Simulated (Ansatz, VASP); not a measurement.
# One calculation of P, two programs

```xyz
6
Lattice="4.7125 -0.0045 -0.0022 0.2757 5.4345 -0.0202 2.0111 1.9601 5.8104" Properties=species:S:1:pos:R:3 pbc="T T T"
P     5.2749    2.7636    3.6671
P     4.1144    2.0370    0.6049
P     4.2518    3.3893    5.4846
P     3.4061    2.6768    2.5441
P     2.8242    5.1222    4.9695
P     1.9942    4.4442    3.0092
```

Alike in both runs: task single point; functional PBE; k mesh 6 × 6 × 6; occupations gaussian, width 0.02 eV; no spin polarisation.

|  | VASP | Ansatz |
| --- | --- | --- |
| version | VASP 6.6.1 | Ansatz 0.2.0 |
| potentials or method | VASP PAW PBE potentials, release 64 (P), cutoff 520 eV | scalar-relativistic, plane waves, PAW |
| valence electrons in the cell | 30 | 30 |

VASP gave:

| Property | Result |
| --- | --- |
| gap on the k mesh at the Fermi level (eV) | 0.70 |
| least direct gap on the mesh (eV) | 1.19 |
| pressure (GPa) | -0.2 |
| traceless stress, the component that is largest in VASP (GPa) | 0.09 |
| rms of the force components (eV/Å) | 0.026 |

What did Ansatz give for the same quantities?

gap on the k mesh at the Fermi level (eV): 0.68; least direct gap on the mesh (eV): 1.17; pressure (GPa): 0.0; traceless stress, the component that is largest in VASP (GPa): 0.01; rms of the force components (eV/Å): 0.001.

Atom by atom the forces differ by 0.026 eV/Å (rms over components). With one functional, cell and mesh, what is left measures potentials, basis and numerics.
